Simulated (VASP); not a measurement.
# ScCd (Pm-3m) in VASP: further runs, part 2 of 2

VASP 6.6.1. Earlier steps stand in the parts before.

### 3 Single point, LDA

This run uses another cell than the first one, of 21.92 Å³/atom.

INCAR reads:

```
PREC = Accurate ; ENCUT = 520
EDIFF = 1E-6 ; ISMEAR = -1
SIGMA = 0.05 ; LREAL = F
LASPH = T ; NELM = 60
ALGO = Normal ; ISIF = 2
LWAVE = F ; LCHARG = F
GGA = CA ; NBANDS = 18
```

KPOINTS reads:

```
regular mesh
0
Gamma
  10 10 10
```

POSCAR reads:

```
ScCd
1.0
    3.5262555900      0.0000000000      0.0000000000
    0.0000000000      3.5262555900      0.0000000000
    0.0000000000      0.0000000000      3.5262555900
Sc Cd
1 1
Direct
    0.5000000000      0.5000000000      0.5000000000
    0.0000000000      0.0000000000      0.0000000000
```

Potentials or basis: VASP PAW LDA potentials, release 64 (Sc_sv, Cd).

Started as:

```bash
> cat potpaw_LDA.64/Sc_sv/POTCAR potpaw_LDA.64/Cd/POTCAR > POTCAR
> mpirun -np 1 vasp_std > vasp.out
```

OUTCAR:

```text
PREC = Accurate
   ENCUT = 520
   EDIFF = 1E-6
   ISMEAR = -1
   LREAL = F
   LASPH = T
   NELM = 60
   ISIF = 2
   GGA = CA

 ion  position               nearest neighbor table
   1  0.500  0.500  0.500-   2 3.05   2 3.05   2 3.05   2 3.05   2 3.05   2 3.05   2 3.05   2 3.05

   2  0.000  0.000  0.000-   1 3.05   1 3.05   1 3.05   1 3.05   1 3.05   1 3.05   1 3.05   1 3.05

  LATTYP: Found a simple cubic cell.
 ALAT       =     3.5262555900

  Lattice vectors:

 A1 = (   3.5262555900,   0.0000000000,   0.0000000000)
 A2 = (   0.0000000000,   3.5262555900,   0.0000000000)
 A3 = (   0.0000000000,   0.0000000000,   3.5262555900)

Analysis of symmetry for initial positions (statically):
=====================================================================
 Subroutine PRICEL returns:
 Original cell was already a primitive cell.

 Routine SETGRP: Setting up the symmetry group for a
 simple cubic supercell.

 Subroutine GETGRP returns: Found 48 space group operations
 (whereof 48 operations were pure point group operations)
 out of a pool of 48 trial point group operations.

The static configuration has the point symmetry O_h .

Analysis of symmetry for dynamics (positions and initial velocities):
=====================================================================
 Subroutine PRICEL returns:
 Original cell was already a primitive cell.

 Routine SETGRP: Setting up the symmetry group for a
 simple cubic supercell.

 Subroutine GETGRP returns: Found 48 space group operations
 (whereof 48 operations were pure point group operations)
 out of a pool of 48 trial point group operations.

The dynamic configuration has the point symmetry O_h .

 Subroutine INISYM returns: Found 48 space group operations
 (whereof 48 operations are pure point group operations),
 and found     1 'primitive' translations

[... 109 lines left out ...]
   ISMEAR =    -1;   SIGMA  =   0.05  broadening in eV -4-tet -1-fermi 0-gaus
   EFERMI_NEDOS =   21; number of points for ismear=-14 and -15
   IALGO  =     38    algorithm
   IMIX   =      4    mixing-type and parameters
     AMIX     =   0.40;   BMIX     =  1.00
     AMIX_MAG =   1.60;   BMIX_MAG =  1.00
  volume/ion in A,a.u.               =      21.92       147.95
  Fermi-wavevector in a.u.,A,eV,Ry     =   1.320293  2.494992 23.717317  1.743174
  Thomas-Fermi vector in A             =   2.450130
   LORBIT       =      0    0 simple, 1 ext, 2 COOP (PROOUT), +10 PAW based schemes
   GGA     = CA    functional components
   LHFCALC =     F    Hartree Fock is set to
   AEXX    =    0.0000 exact exchange contribution
   IVDW    =     0    specifies the selected vdW correction
   LEPSILON=     F    determine dielectric tensor
   LRPA    =     F    only Hartree local field effects (RPA)
 non-spin polarized calculation
  energy-cutoff  :      520.00
  volume of cell :       43.85
 maximum number of plane-waves:      1208
 NGX is ok and might be reduce to    28
   NGX = 13   NGY = 13   NGZ = 13

 number of electron      23.0000006 magnetization

 Free energy of the ion-electron system (eV)
  ---------------------------------------------------
  ext. energy  EPLUGINS =         0.00000000
  ---------------------------------------------------
  free energy    TOTEN  =        -8.91174702 eV

  energy without entropy =       -8.89329783  energy(sigma->0) =       -8.90252243

 E-fermi :   3.4114     XC(G=0): -10.9728

 val. band max:        3.4053146806   @ k =   0.2000   0.2000   0.2000
 cond. band min:       3.4687204024   @ k =   0.3000   0.2000   0.2000
 fundamental gap:      0.0634057218
 Fermi energy:         3.4113831217

 k-point     1 :       0.0000    0.0000    0.0000
  band No.  band energies     occupation
      1     -45.9866      2.00000
      2     -24.9000      2.00000
      3     -24.9000      2.00000
      4     -24.9000      2.00000
      5      -5.3978      2.00000
      6      -5.3978      2.00000
[... 481 lines left out ...]
      5      -5.2873      2.00000
      6      -5.1269      2.00000
[... 10 lines left out ...]
     17       9.8021      0.00000
     18      10.2072      0.00000

 [... further k-points ...]

------------------------ aborting loop because EDIFF is reached ----------------------------------------

  FORCE on cell =-STRESS in cart. coord.  units (eV):
  Direction    XX          YY          ZZ          XY          YZ          ZX
  --------------------------------------------------------------------------------------
  -------------------------------------------------------------------------------------
  Total       -1.4091896     -1.4091896     -1.4091896     -0.0000000     -0.0000000      0.0000000
  in kB      -51.4918684    -51.4918684    -51.4918684     -0.0000000     -0.0000000      0.0000000
  external PRESSURE =     -51.4918684 kB  Pullay stress =       0.0000000 kB

 VOLUME and BASIS-vectors are now :
 -----------------------------------------------------------------------------
  energy-cutoff  :      520.00
  volume of cell :       43.85
      direct lattice vectors                 reciprocal lattice vectors
     3.526255590  0.000000000  0.000000000     0.283586931  0.000000000  0.000000000
     0.000000000  3.526255590  0.000000000     0.000000000  0.283586931  0.000000000
     0.000000000  0.000000000  3.526255590     0.000000000  0.000000000  0.283586931

 POSITION                                       TOTAL-FORCE (eV/Angst)
 -----------------------------------------------------------------------------------
      1.76313      1.76313      1.76313         0.000000      0.000000      0.000000
      0.00000      0.00000      0.00000         0.000000      0.000000      0.000000
 -----------------------------------------------------------------------------------
    total drift:                                0.000000      0.000000      0.000000

  FREE ENERGIE OF THE ION-ELECTRON SYSTEM (eV)
  ---------------------------------------------------
  free  energy   TOTEN  =        -8.9117470229 eV

  energy  without entropy=       -8.8932978286  energy(sigma->0) =       -8.90252243
```

Run time: 22 s. Hardware: 1 thread of Intel Xeon 6975P-C (Granite Rapids), shared host; peak memory 0.17 GiB.

What came out:

| Property | Result |
| --- | --- |
| Free energy | -8.9117 eV |
| Pressure | -5.1 GPa |
| Band gap on the k mesh | zero (an odd number of electrons rules out a gap without spin polarisation) |

Caveat: the cell stands under tension.

### 4 Single point, LDA (21.92 Å³/atom)

This run uses another cell than the first one, of 21.92 Å³/atom.

INCAR reads:

```
  PREC = Accurate
  ENCUT = 520
  EDIFF = 1E-7
  ISMEAR = -1
  SIGMA = 0.05
  LREAL = False
  LASPH = True
  NELM = 60
  ALGO = Normal
  ISIF = 2
  LWAVE = False
  LCHARG = False
  NBANDS = 18
```

KPOINTS reads:

```
Automatic mesh
0
Gamma
  10 10 10
```

POSCAR is that of step 3.

Potentials or basis: VASP PAW LDA potentials, release 64 (Sc_sv, Cd).

Started as:

```bash
> cat potpaw_LDA.64/Sc_sv/POTCAR potpaw_LDA.64/Cd/POTCAR > POTCAR
> mpirun -np 1 vasp_std > vasp.out
```

OUTCAR:

```text
PREC = Accurate
   ENCUT = 520
   EDIFF = 1E-7
   ISMEAR = -1
   LREAL = False
   LASPH = True
   NELM = 60
   ISIF = 2

 ion  position               nearest neighbor table
   1  0.500  0.500  0.500-   2 3.05   2 3.05   2 3.05   2 3.05   2 3.05   2 3.05   2 3.05   2 3.05

   2  0.000  0.000  0.000-   1 3.05   1 3.05   1 3.05   1 3.05   1 3.05   1 3.05   1 3.05   1 3.05

  LATTYP: Found a simple cubic cell.
 ALAT       =     3.5262555900

  Lattice vectors:

 A1 = (   3.5262555900,   0.0000000000,   0.0000000000)
 A2 = (   0.0000000000,   3.5262555900,   0.0000000000)
 A3 = (   0.0000000000,   0.0000000000,   3.5262555900)

Analysis of symmetry for initial positions (statically):
=====================================================================
 Subroutine PRICEL returns:
 Original cell was already a primitive cell.

 Routine SETGRP: Setting up the symmetry group for a
 simple cubic supercell.

 Subroutine GETGRP returns: Found 48 space group operations
 (whereof 48 operations were pure point group operations)
 out of a pool of 48 trial point group operations.

The static configuration has the point symmetry O_h .
[... 158 lines left out ...]

  energy without entropy =       -8.89327922  energy(sigma->0) =       -8.90251292

 E-fermi :   3.4108     XC(G=0): -10.9728

 val. band max:        3.4047581880   @ k =   0.2000   0.2000   0.2000
 cond. band min:       3.4681381971   @ k =   0.3000   0.2000   0.2000
 fundamental gap:      0.0633800091
 Fermi energy:         3.4108006402

 k-point     1 :       0.0000    0.0000    0.0000
  band No.  band energies     occupation
      1     -45.9881      2.00000
      2     -24.9015      2.00000
      3     -24.9015      2.00000
      4     -24.9015      2.00000
      5      -5.3976      2.00000
      6      -5.3976      2.00000
[... 481 lines left out ...]
      5      -5.2871      2.00000
      6      -5.1267      2.00000
[... 10 lines left out ...]
     17       9.8018      0.00000
     18      10.2068      0.00000

 [... further k-points ...]

------------------------ aborting loop because EDIFF is reached ----------------------------------------

  FORCE on cell =-STRESS in cart. coord.  units (eV):
  Direction    XX          YY          ZZ          XY          YZ          ZX
  --------------------------------------------------------------------------------------
  -------------------------------------------------------------------------------------
  Total       -1.3952499     -1.3952499     -1.3952499     -0.0000000     -0.0000000     -0.0000000
  in kB      -50.9825112    -50.9825112    -50.9825112     -0.0000000     -0.0000000     -0.0000000
  external PRESSURE =     -50.9825112 kB  Pullay stress =       0.0000000 kB

 VOLUME and BASIS-vectors are now :
 -----------------------------------------------------------------------------
  energy-cutoff  :      520.00
  volume of cell :       43.85
      direct lattice vectors                 reciprocal lattice vectors
     3.526255590  0.000000000  0.000000000     0.283586931  0.000000000  0.000000000
     0.000000000  3.526255590  0.000000000     0.000000000  0.283586931  0.000000000
     0.000000000  0.000000000  3.526255590     0.000000000  0.000000000  0.283586931

 POSITION                                       TOTAL-FORCE (eV/Angst)
 -----------------------------------------------------------------------------------
      1.76313      1.76313      1.76313         0.000000      0.000000      0.000000
      0.00000      0.00000      0.00000         0.000000      0.000000      0.000000
 -----------------------------------------------------------------------------------
    total drift:                                0.000000      0.000000      0.000000

  FREE ENERGIE OF THE ION-ELECTRON SYSTEM (eV)
  ---------------------------------------------------
  free  energy   TOTEN  =        -8.9117466275 eV

  energy  without entropy=       -8.8932792155  energy(sigma->0) =       -8.90251292
```

Run time: 23 s. Hardware: 1 thread of Intel Xeon 6975P-C (Granite Rapids), shared host; peak memory 0.17 GiB.

What came out:

```yaml
Free_energy: -8.9117 eV
Pressure: -5.1 GPa
Band_gap_on_the_k_mesh: zero (an odd number of electrons rules out a gap without spin polarisation)
```

Levels at points of the mesh, in eV from the Fermi level:
```tsv
k point	band 10	band 11	band 12	band 13	band 14	band 15
(0.00, 0.00, 0.00)	-7.31	0.15	0.15	2.37	2.37	2.37
(0.50, 0.00, 0.00)	-4.21	-3.55	0.17	0.93	0.93	2.30
(0.50, 0.50, 0.00)	-3.15	-0.73	-0.73	0.24	1.82	1.82
(0.50, 0.50, 0.50)	-1.50	-1.50	-1.50	1.12	2.97	2.97
```

Caveat: the cell stands under tension.
